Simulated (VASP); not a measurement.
A run of VASP 6.6.1 is set up as follows.

File INCAR:

```
ALGO = Normal
EDIFF = 1E-7
ENCUT = 520
GGA = PS
ISIF = 2
ISMEAR = 0
LASPH = T
LCHARG = T
LELF = T
LREAL = F
LVHAR = T
LWAVE = F
NBANDS = 16
NELM = 60
PREC = Accurate
SIGMA = 0.03
```

KPOINTS

```
k-points
0
Gamma
  12 12 12
```

POSCAR

```
Si
1.0
   -3.3183363492      3.3183363492      2.0769467210
    3.3183363492     -3.3183363492      2.0769467210
    3.3183363492      3.3183363492     -2.0769467210
Si
4
Direct
    0.1787304307      0.1787304307      0.3574608614
    0.8212695693      0.8212695693      0.6425391386
    0.1787304307      0.8212695693      0.0000000000
    0.8212695693      0.1787304307      0.0000000000
```

Potentials or basis: VASP PAW PBE potentials, release 64 (Si).

The run is started by

```console
$ cat potpaw_PBE.64/Si/POTCAR > POTCAR
$ mpirun -np 1 vasp_std > vasp.out
```

**Question.** Estimate the pressure.

**Answer.** -5.2 GPa.

**Question.** Predict the band gap on the k mesh.

**Answer.** Zero (bands 8 and 9 overlap by 0.16 eV).

**Question.** What does it give for the largest force?

**Answer.** 0.612 eV/Å.

Stress tensor (GPa, compression positive):
```
 -1.41   0.00   0.00
  0.00  -1.41   0.00
  0.00   0.00 -12.85
```

Caveat: the stress differs along the axes, from -13 to -1 GPa; semilocal functionals underestimate gaps, and a narrow one can read as zero; the PAW data sets were made with another functional, which shifts forces and pressure a little.
